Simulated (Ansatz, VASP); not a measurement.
# Two plane-wave programs on In

INCAR

```
SYSTEM = In
PREC = Accurate ; ENCUT = 600
EDIFF = 1E-6 ; ISMEAR = -1
SIGMA = 0.05 ; LREAL = .FALSE.
LASPH = .TRUE. ; NELM = 150
ALGO = Normal ; ISIF = 3
LWAVE = .FALSE. ; LCHARG = .FALSE.
MAGMOM = 0 0 0 ; LORBIT = 11
LSORBIT = .TRUE. ; GGA_COMPAT = .FALSE.
LORBMOM = .TRUE. ; GGA = PE
IBRION = 2 ; NSW = 60
EDIFFG = -0.005
```

File KPOINTS:

```
regular mesh
0
G
  13 13 13
  0 0 0
```

Contents of POSCAR:

```
In
1.0
    3.0974033059      0.0000000000      0.0000000000
    0.0000000000      3.0974033059      0.0000000000
    0.0000000000      0.0000000000      3.0974033059
In
1
Direct
    0.0000000000      0.0000000000      0.0000000000
```

Input for Ansatz:

```yaml
crystal:
  lattice:
    - [3.0974033059, 0.0, 0.0]
    - [0.0, 3.0974033059, 0.0]
    - [0.0, 0.0, 3.0974033059]
  atoms:
    - { symbol: In, position: [0.0, 0.0, 0.0] }
kpoints:
  mp_grid: { grid: [13, 13, 13] }
scf:
  occupations: { method: fermi_dirac, width: 0.05 }
hamiltonian:
  xc: pbe
  pseudopotentials: { kind: paw_fr }
output:
  forces: true
  stress: true
relax:
  f_tol: 0.005
  max_steps: 40
  cell: {}
magnetization:
  noncollinear: true
  spin_orbit: true
```

Alike in both runs: task relaxation of cell and atoms; functional PBE; k mesh 13 × 13 × 13; occupations fermi-dirac, width 0.05 eV; non-collinear spin, spin-orbit coupling.

|  | VASP | Ansatz |
| --- | --- | --- |
| version | VASP 6.6.1 | Ansatz 0.2.0 |
| potentials or method | VASP PAW PBE potentials, release 64 (In_d) | PAW with Ansatz's default frozen-core files, fully relativistic files with spin-orbit coupling |
| plane-wave cutoff (eV) | 600 | 420 |
| valence electrons in the cell | 13 | 13 |

```tsv
	VASP	Ansatz	Ansatz less VASP
relaxed volume (Å³/atom)	29.62	29.51	-0.105
relaxed length of the cell vector where the two differ most in proportion (Å)	3.094	3.090	-0.0037
```
